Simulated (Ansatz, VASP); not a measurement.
## Two plane-wave programs on C

Contents of POSCAR:

```
C
1.0
    0.0000000000      1.7857700261      1.7857700261
    1.7857700261      0.0000000000      1.7857700261
    1.7857700261      1.7857700261      0.0000000000
C
2
Direct
    0.0000000000      0.0000000000      0.0000000000
    0.2500000000      0.2500000000      0.2500000000
```

File INCAR.step1:

```
PREC = Accurate ; ENCUT = 520
EDIFF = 1E-5 ; ISMEAR = -1
SIGMA = 0.01 ; LREAL = False
LASPH = True ; NELM = 60
ALGO = Normal ; ISIF = 2
LWAVE = True ; LCHARG = False
NBANDS = 11 ; GGA = PE
```

INCAR.step2

```
PREC = Accurate ; ENCUT = 520
EDIFF = 1E-6 ; ISMEAR = -1
SIGMA = 0.01 ; LREAL = False
LASPH = True ; NELM = 60
ALGO = Normal ; ISIF = 2
LWAVE = False ; LCHARG = False
METAGGA = R2SCAN ; LHFCALC = True
AEXX = 0.1 ; LMIXTAU = True
PRECFOCK = Normal ; NBANDS = 11
ISTART = 1
```

KPOINTS

```
Automatic mesh
0
Gamma
  9 9 9
```

Input for Ansatz:

```yaml
crystal:
  lattice:
    - [0.0, 1.7857700261, 1.7857700261]
    - [1.7857700261, 0.0, 1.7857700261]
    - [1.7857700261, 1.7857700261, 0.0]
  atoms:
    - { symbol: C, position: [0.0, 0.0, 0.0] }
    - { symbol: C, position: [0.25, 0.25, 0.25] }
basis:
  ecutwfc: 500
  xc_grid: 2
hamiltonian:
  xc: r2scanh
  pseudopotentials: { kind: paw, azcp: { folder: soft_1 } }
kpoints:
  mp_grid: { grid: [9, 9, 9] }
scf:
  occupations: { method: fermi_dirac, width: 0.01 }
  max_iter: 150
output:
  forces: true
  stress: true
checkpoint:
  write: "../r2scanh.run"
  compress: false
  write_wavefunctions: false
  write_every: 100000
```

Alike in both runs: task single point; functional r2SCANh; k mesh 9 × 9 × 9; occupations fermi-dirac, width 0.01 eV; no spin polarisation.

```csv
,VASP,Ansatz
version,VASP 6.6.1,Ansatz 0.2.0
potentials or method,"VASP PAW PBE potentials, release 64 (C), cutoff 520 eV",plane-wave PAW DFT
valence electrons in the cell,8,8
```

Ansatz gave:

```
gap on the k mesh at the Fermi level (eV) : 5.07
pressure (GPa)                            : -7.4
```

**Question.** Which values does VASP return?

**Answer.** gap on the k mesh at the Fermi level (eV): 5.05; pressure (GPa): -6.4.

VASP's potentials were made for PBE, not for r2SCANh. With one functional, cell and mesh, what is left measures potentials, basis and numerics. Ansatz's warnings: stress exchange threshold loose, stress scf threshold loose.
